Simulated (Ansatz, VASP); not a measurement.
**Ni in VASP and in Ansatz**

```
Ni
1.0
     0.00000    1.71364    1.71364
     1.71364    0.00000    1.71364
     1.71364    1.71364    0.00000
Ni
1
Direct
  0.00000 0.00000 0.00000
```

Change from the starting cell: volume scaled by 0.92, LAPW.

Alike in both runs: task single point; functional LDA; k mesh 16 × 16 × 16; occupations fermi-dirac, width 0.1 eV; collinear spin.

```csv
,VASP,Ansatz
version,VASP 6.6.1,Ansatz 0.2.0
potentials or method,"VASP PAW LDA potentials, release 64 (Ni), cutoff 520 eV","all-electron LAPW, scalar-relativistic"
```

Ansatz gave:

| Quantity | Value |
| --- | --- |
| pressure (GPa) | -0.7 |
| net moment per atom (μB) | 0.57 |
| size of the moment on the site where the two differ most (μB) | 0.58 |

Question: Which values does VASP return?

Answer: Pressure (GPa): -0.7; net moment per atom (μB): 0.55; size of the moment on the site where the two differ most (μB): 0.55.

LDA's correlation is that of Perdew and Zunger in VASP and of Perdew and Wang (1992) in Ansatz. Site moments also hang on the region over which each program counts them. Ansatz ran all-electron here, and VASP with PAW potentials.
